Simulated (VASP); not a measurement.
# Si (P6_3/mmc) in VASP: settings compared

Si is run at these levels: LDA, r2SCAN; tasks: relaxation of cell and atoms.

Program: VASP 6.6.1. These are calculated values, not measurements. Logs are shortened: lines on timing, memory, paths and dates and some standing lists are left out, and cuts for length are marked.

**1. The cell of the first run**

Symmetry: P6_3/mmc, No. 194, hexagonal system. Conventional cell: a = 3.851 Å, b = 3.851 Å, c = 6.365 Å, α = 90.00°, β = 90.00°, γ = 120.00°. Within 3.1 Å of Si (site symmetry 3m) lie 4 Si at 2.36 to 2.38 Å.

This isn't the form of Si at room conditions, which is diamond.

**2. Relaxation of cell and atoms, LDA**

The input, INCAR:

```
ALGO = Normal ; EDIFF = 1E-7
EDIFFG = -0.005 ; ENCUT = 600
GGA = CA ; IBRION = 2
ISIF = 3 ; ISMEAR = -1
LASPH = True ; LCHARG = False
LREAL = False ; LWAVE = False
NELM = 60 ; NSW = 80
PREC = Accurate ; SIGMA = 0.02
```

The input, KPOINTS:

```
k-points
0
Gamma
  12 12 4
```

The input, POSCAR:

```
Si
1.0
    3.8512716602      0.0000000000      0.0000000000
   -1.9256358301      3.3352990946      0.0000000000
    0.0000000000      0.0000000000      6.3647391826
Si
4
Direct
    0.3333333333      0.6666666667      0.0629339179
    0.6666666667      0.3333333333      0.5629339179
    0.3333333333      0.6666666667      0.4370660821
    0.6666666667      0.3333333333      0.9370660821
```

Potentials or basis: VASP PAW LDA potentials, release 64 (Si).

Run with:

```console
$ cat potpaw_LDA.64/Si/POTCAR > POTCAR
$ mpirun -np 1 vasp_std > vasp.out
```

OUTCAR:

```text
EDIFF = 1E-7
   EDIFFG = -0.005
   ENCUT = 600
   GGA = CA
   IBRION = 2
   ISIF = 3
   ISMEAR = -1
   LASPH = True
   LREAL = False
   NELM = 60
   NSW = 80
   PREC = Accurate

 ion  position               nearest neighbor table
   1  0.333  0.667  0.063-   4 2.36   4 2.36   4 2.36   3 2.38
   2  0.667  0.333  0.563-   3 2.36   3 2.36   3 2.36   4 2.38
   3  0.333  0.667  0.437-   2 2.36   2 2.36   2 2.36   1 2.38
   4  0.667  0.333  0.937-   1 2.36   1 2.36   1 2.36   2 2.38

  LATTYP: Found a hexagonal cell.
 ALAT       =     3.8512716602
 C/A-ratio  =     1.6526331415

  Lattice vectors:

 A1 = (   3.8512716602,   0.0000000000,   0.0000000000)
 A2 = (  -1.9256358301,   3.3352990946,   0.0000000000)
 A3 = (   0.0000000000,   0.0000000000,   6.3647391826)

Analysis of symmetry for initial positions (statically):
=====================================================================
 Subroutine PRICEL returns:
 Original cell was already a primitive cell.

 Routine SETGRP: Setting up the symmetry group for a
 hexagonal supercell.

 Subroutine GETGRP returns: Found 24 space group operations
 (whereof 12 operations were pure point group operations)
 out of a pool of 24 trial point group operations.

The static configuration has the point symmetry D_3d.
 The point group associated with its full space group is D_6h.

Analysis of symmetry for dynamics (positions and initial velocities):
=====================================================================
 Subroutine PRICEL returns:
 Original cell was already a primitive cell.

 Routine SETGRP: Setting up the symmetry group for a
 hexagonal supercell.

 Subroutine GETGRP returns: Found 24 space group operations
 (whereof 12 operations were pure point group operations)
 out of a pool of 24 trial point group operations.

The dynamic configuration has the point symmetry D_3d.
 The point group associated with its full space group is D_6h.

 Subroutine INISYM returns: Found 24 space group operations
 (whereof 12 operations are pure point group operations),
 and found     1 'primitive' translations

----------------------------------------------------------------------------------------

                                     Primitive cell

  volume of cell :      81.7560

  direct lattice vectors                    reciprocal lattice vectors
     3.851271660  0.000000000  0.000000000     0.259654496  0.149911593  0.000000000
    -1.925635830  3.335299095  0.000000000     0.000000000  0.299823186  0.000000000
     0.000000000  0.000000000  6.364739183     0.000000000  0.000000000  0.157115629

  length of vectors
     3.851271660  3.851271660  6.364739183     0.299823186  0.299823186  0.157115629

  position of ions in fractional coordinates (direct lattice)
     0.333333333  0.666666667  0.062933918
     0.666666667  0.333333333  0.562933918
     0.333333333  0.666666667  0.437066082
     0.666666667  0.333333333  0.937066082

  ion indices of the primitive-cell ions
   primitive index   ion index
                 1           1
                 2           2
                 3           3
                 4           4

----------------------------------------------------------------------------------------

 KPOINTS: k-points

Automatic generation of k-mesh.
 Grid dimensions read from file:
 generate k-points for:   12   12    4

 Generating k-lattice:

  Cartesian coordinates                     Fractional coordinates (reciprocal lattice)
     0.021637875  0.012492633  0.000000000     0.083333333 -0.000000000  0.000000000
     0.000000000  0.024985265  0.000000000     0.000000000  0.083333333  0.000000000
     0.000000000  0.000000000  0.039278907     0.000000000  0.000000000  0.250000000

  Length of vectors
     0.024985265  0.024985265  0.039278907

  Shift w.r.t. Gamma in fractional coordinates (k-lattice)
     0.000000000  0.000000000  0.000000000

 Subroutine IBZKPT returns following result:
 ===========================================

 Found     57 irreducible k-points:

 Following reciprocal coordinates:
            Coordinates               Weight
  0.000000  0.000000  0.000000      1.000000
  0.083333  0.000000  0.000000      6.000000
  0.166667  0.000000  0.000000      6.000000
  0.250000  0.000000  0.000000      6.000000
  0.333333  0.000000  0.000000      6.000000
  0.416667 -0.000000  0.000000      6.000000
[... 16 lines left out ...]
  0.250000  0.000000  0.250000     12.000000
  0.333333  0.000000  0.250000     12.000000
 [... further k-points ...]
   k-points           NKPTS =     57   k-points in BZ     NKDIM =     57   number of bands    NBANDS=     12
   number of dos      NEDOS =    301   number of ions     NIONS =      4
   total plane-waves  NPLWV =  55296
   dimension x,y,z NGX =    32 NGY =   32 NGZ =   54
   dimension x,y,z NGXF=    64 NGYF=   64 NGZF=  108
   ions per type =               4
   NGX,Y,Z   is equivalent  to a cutoff of  13.81, 13.81, 14.10 a.u.
   NGXF,Y,Z  is equivalent  to a cutoff of  27.63, 27.63, 28.21 a.u.
 SYSTEM =  unknown system
   PREC   = accura    normal or accurate (medium, high low for compatibility)
   ISTART =      0    job   : 0-new  1-cont  2-samecut
   ICHARG =      2    charge: 1-file 2-atom 10-const
   ISPIN  =      1    spin polarized calculation?
   LNONCOLLINEAR =      F non collinear calculations
   LSORBIT =      F    spin-orbit coupling
   LASPH  =      T    aspherical Exc in radial PAW
   ENCUT  =  600.0 eV  44.10 Ry    6.64 a.u.   7.69  7.69 12.71*2*pi/ulx,y,z
   NELM   =     60;   NELMIN=  2; NELMDL= -5     # of ELM steps
   EDIFF  = 0.1E-06   stopping-criterion for ELM
   LREAL  =      F    real-space projection
   EDIFFG = -.5E-02   stopping-criterion for IOM
   NSW    =     80    number of steps for IOM
   IBRION =      2    ionic relax: 0-MD 1-quasi-New 2-CG
   NFREE  =      1    steps in history (QN), initial steepest desc. (CG)
   ISIF   =      3    stress and relaxation
   ISYM   =      2    0-nonsym 1-usesym 2-fastsym
   POTIM  = 0.5000    time-step for ionic-motion
   TEBEG  =    0.0;   TEEND  =   0.0 temperature during run
   PSTRESS=    0.0 pullay stress
   NELECT =      16.0000    total number of electrons
   NUPDOWN=      -1.0000    fix difference up-down
   EMIN   =  10.00;   EMAX   =-10.00  energy-range for DOS
   EFERMI =   0.00;   METHOD = LEGACY
   ISMEAR =    -1;   SIGMA  =   0.02  broadening in eV -4-tet -1-fermi 0-gaus
   EFERMI_NEDOS =   21; number of points for ismear=-14 and -15
   IALGO  =     38    algorithm
   IMIX   =      4    mixing-type and parameters
     AMIX     =   0.40;   BMIX     =  1.00
     AMIX_MAG =   1.60;   BMIX_MAG =  1.00
  volume/ion in A,a.u.               =      20.44       137.93
  Fermi-wavevector in a.u.,A,eV,Ry     =   0.950477  1.796141 12.291594  0.903407
  Thomas-Fermi vector in A             =   2.078857
   LORBIT       =      0    0 simple, 1 ext, 2 COOP (PROOUT), +10 PAW based schemes
   GGA     = CA    functional components
   LHFCALC =     F    Hartree Fock is set to
   AEXX    =    0.0000 exact exchange contribution
   IVDW    =     0    specifies the selected vdW correction
   LEPSILON=     F    determine dielectric tensor
   LRPA    =     F    only Hartree local field effects (RPA)
 conjugate gradient relaxation of ions
 non-spin polarized calculation
  energy-cutoff  :      600.00
  volume of cell :       81.76
 maximum number of plane-waves:      2762
 NGX is ok and might be reduce to    32
   NGX = 15   NGY = 15   NGZ = 25

--------------------------------------- Ionic step        1  -------------------------------------------

 number of electron      16.0000000 magnetization

 Free energy of the ion-electron system (eV)
  ---------------------------------------------------
  ext. energy  EPLUGINS =         0.00000000
  ---------------------------------------------------
  free energy    TOTEN  =       -23.77045474 eV

  energy without entropy =      -23.77045413  energy(sigma->0) =      -23.77045443

------------------------ aborting loop because EDIFF is reached ----------------------------------------

  FORCE on cell =-STRESS in cart. coord.  units (eV):
  Direction    XX          YY          ZZ          XY          YZ          ZX
  --------------------------------------------------------------------------------------
  -------------------------------------------------------------------------------------
  Total       -1.6997016     -1.6997016     -1.6754845      0.0000000      0.0000000      0.0000000
  in kB      -33.3091620    -33.3091620    -32.8345780      0.0000000      0.0000000      0.0000000
  external PRESSURE =     -33.1509674 kB  Pullay stress =       0.0000000 kB
[... 175 lines left out ...]
  energy  without entropy=      -23.8022886064  energy(sigma->0) =      -23.80229020

--------------------------------------- Ionic step        6  -------------------------------------------

 number of electron      16.0000000 magnetization

 Free energy of the ion-electron system (eV)
  ---------------------------------------------------
  ext. energy  EPLUGINS =         0.00000000
  ---------------------------------------------------
  free energy    TOTEN  =       -23.80229431 eV

  energy without entropy =      -23.80229112  energy(sigma->0) =      -23.80229271

 E-fermi :   6.3287     XC(G=0):  -9.6630

 val. band max:        6.1983166042   @ k =   0.0000   0.0000   0.0000
 cond. band min:       6.4676542253   @ k =   0.5000   0.0000   0.0000
 fundamental gap:      0.2693376211
 Fermi energy:         6.3287103295

 k-point     1 :       0.0000    0.0000    0.0000
  band No.  band energies     occupation
      1      -6.1474      2.00000
      2      -3.8059      2.00000
      3      -1.1476      2.00000
      4       4.6528      2.00000
      5       4.6528      2.00000
      6       5.8371      2.00000
      7       6.1983      1.99706
      8       6.1983      1.99706
      9       7.1858      0.00000
     10       8.1486      0.00000
     11       8.1486      0.00000
     12       8.5098      0.00000
[... 331 lines left out ...]
 k-point    24 :       0.3333    0.0000    0.2500
  band No.  band energies     occupation
      1      -4.6840      2.00000
      2      -3.2126      2.00000
      3      -0.6128      2.00000
      4       1.1587      2.00000
      5       1.7965      2.00000
      6       3.5265      2.00000
      7       4.3972      2.00000
      8       4.6388      2.00000
      9       6.7618      0.00000
     10       7.8551      0.00000
     11       8.3859      0.00000
     12      10.0761      0.00000

 [... further k-points ...]
[... 5 lines left out ...]
  --------------------------------------------------------------------------------------
  -------------------------------------------------------------------------------------
  Total       -0.0198782     -0.0198782      0.0146571      0.0000000     -0.0000000     -0.0000000
  in kB       -0.4042084     -0.4042084      0.2980419      0.0000000     -0.0000000     -0.0000000
  external PRESSURE =      -0.1701249 kB  Pullay stress =       0.0000000 kB
[... 19 lines left out ...]
  FREE ENERGIE OF THE ION-ELECTRON SYSTEM (eV)
  ---------------------------------------------------
  free  energy   TOTEN  =       -23.8022943086 eV

  energy  without entropy=      -23.8022911197  energy(sigma->0) =      -23.80229271

 reached required accuracy - stopping structural energy minimisation
```

Run time: 3 min. Hardware: 1 thread of Oxide Virtual Turin-like, shared host; peak memory 0.17 GiB.

Results:

- Free energy: -23.8023 eV
- Relaxed volume: 19.70 Å³/atom
- Relaxed cell: a = 3.804 Å, b = 3.804 Å, c = 6.288 Å, α = 90.00°, β = 90.00°, γ = 120.00°
- Space group after relaxing (to 0.1 Å): P6_3/mmc (No. 194)
- Energy gained by relaxing: 8.0 meV/atom
- Ionic steps: 6
- Pressure after relaxing: 0.0 GPa
- Band gap on the k mesh: 0.27 eV (least direct gap 0.99 eV)

Forces in eV/Å, atoms in the order of the input:
```
Si   0.000  0.000  0.002
Si   0.000  0.000  0.002
Si   0.000  0.000 -0.002
Si   0.000  0.000 -0.002
```

The path:
```
step  energy change (eV)  largest force (eV/Å)  pressure (GPa)  volume (Å³)
   1              0.0000                0.0087           -3.32        81.76
   2             -0.0169                0.0318            2.53        76.85
   3             -0.0318                0.0146           -0.01        78.79
   4             -0.0318                0.0151            0.06        78.73
   5             -0.0318                0.0018           -0.04        78.81
   6             -0.0318                0.0020           -0.02        78.79
```

Final structure:
```xyz
4
Lattice="3.8038 0.0000 0.0000 -1.9019 3.2942 0.0000 0.0000 0.0000 6.2881" Properties=species:S:1:pos:R:3 pbc="T T T"
Si    0.0000    2.1961    0.3960
Si    1.9019    1.0981    3.5400
Si    0.0000    2.1961    2.7480
Si    1.9019    1.0981    5.8921
```

Levels at points of the mesh, in eV from the valence-band top:
| k point | band 6 | band 7 | band 8 | band 9 | band 10 | band 11 |
| --- | --- | --- | --- | --- | --- | --- |
| (0.00, 0.00, 0.00) | -0.36 | 0.00 | 0.00 | 0.99 | 1.95 | 1.95 |
| (0.50, 0.00, 0.00) | -3.12 | -3.09 | -1.46 | 0.27 | 2.29 | 2.88 |
| (0.00, 0.00, 0.50) | -0.94 | -0.94 | -0.94 | 1.77 | 1.77 | 2.94 |
| (0.50, 0.00, 0.50) | -2.50 | -2.47 | -2.47 | 0.81 | 0.81 | 1.55 |

Caveat: semilocal functionals underestimate gaps, and a narrow one can read as zero. A k mesh can miss the band edges.

**3. Relaxation of cell and atoms, r2SCAN**

POSCAR is that of step 2.

The input, INCAR.step1:

```
  ALGO = Normal
  EDIFF = 1E-4
  ENCUT = 600
  GGA = PE
  ISMEAR = -1
  LASPH = True
  LCHARG = False
  LREAL = False
  LWAVE = True
  NELM = 60
  PREC = Accurate
  SIGMA = 0.02
```

The input, INCAR.step2:

```
  ALGO = Normal
  EDIFF = 1E-6
  EDIFFG = -0.005
  ENCUT = 600
  IBRION = 2
  ISIF = 3
  ISMEAR = -1
  ISTART = 1
  LASPH = True
  LCHARG = False
  LMIXTAU = True
  LREAL = False
  LWAVE = False
  METAGGA = R2SCAN
  NELM = 60
  NSW = 80
  PREC = Accurate
  SIGMA = 0.02
```

KPOINTS is that of step 2.

Potentials or basis: VASP PAW PBE potentials, release 64 (Si).

Run with:

```console
$ cat potpaw_PBE.64/Si/POTCAR > POTCAR
$ cp INCAR.step1 INCAR
$ mpirun -np 1 vasp_std > vasp.out
$ cp INCAR.step2 INCAR
$ mpirun -np 1 vasp_std > vasp.out
```

It took 18 min on 1 thread of Oxide Virtual Turin-like, shared host; peak memory 0.23 GiB.

The run converged. Its results:

| Quantity | Value |
| --- | --- |
| Free energy | -35.0491 eV |
| Relaxed volume | 20.11 Å³/atom |
| Relaxed cell | a = 3.829 Å, b = 3.829 Å, c = 6.336 Å, α = 90.00°, β = 90.00°, γ = 120.00° |
| Space group after relaxing (to 0.1 Å) | P6_3/mmc (No. 194) |
| Energy gained by relaxing | 1.6 meV/atom |
| Ionic steps | 7 |
| Pressure after relaxing | 0.0 GPa |
| Band gap on the k mesh | 0.62 eV (least direct gap 1.39 eV) |

The path:
```csv
step,energy change (eV),largest force (eV/Å),pressure (GPa),volume (Å³)
1,0.0000,0.0019,-1.50,81.76
2,-0.0028,0.0218,1.19,79.51
3,-0.0062,0.0129,0.01,80.45
4,-0.0062,0.0126,-0.02,80.48
5,-0.0063,0.0008,-0.03,80.48
6,-0.0063,0.0032,-0.03,80.48
7,-0.0063,0.0008,0.02,80.44
```

Final structure:
```xyz
4
Lattice="3.8286 0.0000 0.0000 -1.9143 3.3157 0.0000 0.0000 0.0000 6.3364" Properties=species:S:1:pos:R:3 pbc="T T T"
Si    0.0000    2.2105    0.3996
Si    1.9143    1.1052    3.5678
Si    0.0000    2.2105    2.7686
Si    1.9143    1.1052    5.9368
```

Levels at points of the mesh, in eV from the valence-band top:
| k point | band 5 | band 6 | band 7 | band 8 | band 9 | band 10 | band 11 | band 12 |
| --- | --- | --- | --- | --- | --- | --- | --- | --- |
| (0.00, 0.00, 0.00) | -1.61 | -0.38 | 0.00 | 0.00 | 1.39 | 2.17 | 2.17 | 2.55 |
| (0.50, 0.00, 0.00) | -4.88 | -3.23 | -3.11 | -1.53 | 0.62 | 2.65 | 3.23 | 3.35 |
| (0.00, 0.00, 0.50) | -0.98 | -0.98 | -0.98 | -0.98 | 2.16 | 2.16 | 3.21 | 3.21 |
| (0.50, 0.00, 0.50) | -2.59 | -2.59 | -2.56 | -2.56 | 1.15 | 1.15 | 1.90 | 1.90 |

Caveat: semilocal functionals underestimate gaps, and a narrow one can read as zero; the PAW data sets were made with another functional, which shifts forces and pressure a little. A k mesh can miss the band edges.
